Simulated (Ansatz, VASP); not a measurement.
## One calculation of SrTi2O4, two programs

INCAR

```
SYSTEM = SrTi2O4
PREC     = Accurate       ! precision mode
ENCUT    = 600            ! plane-wave cutoff, eV
EDIFF    = 1E-6           ! SCF threshold, eV
ISMEAR   = 0              ! smearing method
SIGMA    = 0.15           ! smearing width, eV
LREAL    = .False.        ! projectors in reciprocal space
LASPH    = .True.         ! aspherical terms in the spheres
NELM     = 150            ! most SCF steps
ALGO     = Normal         ! electronic algorithm
ISIF     = 3              ! what is computed and relaxed
LWAVE    = .False.        ! write WAVECAR
LCHARG   = .False.        ! write CHGCAR
ISPIN    = 2              ! spin polarisation
MAGMOM   = 0 1 1 0 0 0 0  ! initial moments
LORBIT   = 11             ! projections on sites
LMAXMIX  = 4              ! l up to which the mixer works
GGA      = PE             ! functional
IBRION   = 2              ! ionic algorithm
NSW      = 36             ! ionic steps
EDIFFG   = -0.08          ! ionic threshold
```

KPOINTS

```
Automatic mesh
0
Gamma
  3 3 3
  0 0 0
```

File POSCAR:

```
SrTi2O4
1.0
    0.0000000000      3.7056213600      3.7056213600
    3.7056213600      0.0000000000      3.7056213600
    3.7056213600      3.7056213600      0.0000000000
Sr Ti O
1 2 4
Direct
    0.0000000000      0.0000000000      0.0000000000
    0.7500000000      0.7500000000      0.7500000000
    0.2500000000      0.2500000000      0.2500000000
    0.4015674400      0.4015674400      0.4015674400
    0.4015674400      0.4015674400      0.7952976900
    0.4015674400      0.7952976900      0.4015674400
    0.7952976900      0.4015674400      0.4015674400
```

Input for Ansatz:

```yaml
crystal:
  lattice:
    - [0.0, 3.70562136, 3.70562136]
    - [3.70562136, 0.0, 3.70562136]
    - [3.70562136, 3.70562136, 0.0]
  atoms:
    - { symbol: Sr, position: [0.0, 0.0, 0.0] }
    - { symbol: Ti, position: [0.75, 0.75, 0.75], spin: 1.0 }
    - { symbol: Ti, position: [0.25, 0.25, 0.25], spin: 1.0 }
    - { symbol: O, position: [0.40156744, 0.40156744, 0.40156744] }
    - { symbol: O, position: [0.40156744, 0.40156744, 0.79529769] }
    - { symbol: O, position: [0.40156744, 0.79529769, 0.40156744] }
    - { symbol: O, position: [0.79529769, 0.40156744, 0.40156744] }
basis:
  ecutwfc: 420
kpoints:
  mp_grid: { grid: [3, 3, 3] }
hamiltonian:
  xc: pbe
scf:
  occupations: { method: gaussian, width: 0.15 }
  lower_state_search: "off"
output:
  forces: true
  stress: true
  eigenvalues: true
  populations: true
magnetization:
  spin_polarized: true
relax:
  adjacent_minimum: "off"
  f_tol: 0.08
  max_steps: 16
  cell: { stress_tol: 0.8 }
```

Alike in both runs: task relaxation of cell and atoms; functional PBE; k mesh 3 × 3 × 3; occupations gaussian, width 0.15 eV; collinear spin.

|  | VASP | Ansatz |
| --- | --- | --- |
| version | VASP 6.6.1 | Ansatz 0.2.0 |
| potentials or method | VASP PAW PBE potentials, release 64 (Sr_sv, Ti_sv, O), cutoff 600 eV | scalar-relativistic, plane waves, PAW |
| valence electrons in the cell | 58 | 58 |

|  | VASP | Ansatz | Ansatz less VASP |
| --- | --- | --- | --- |
| gap on the k mesh at the Fermi level, each at its own relaxed structure (eV) | none | none | - |
| net moment per atom (μB) | 0.29 | 0.29 | 0.000 |
| size of the moment on the site where the two differ most (μB) | 1.81 | 1.94 | +0.138 |
| relaxed volume (Å³/atom) | 16.28 | 16.08 | -0.198 |
| relaxed cell length with the largest relative difference (Å) | 5.442 | 5.420 | -0.0221 |

Site moments also hang on the region over which each program counts them. A gap of «none» marks a metal or a gap that the smearing closes.

The k mesh is coarse, so the values compare programs but aren't converged.
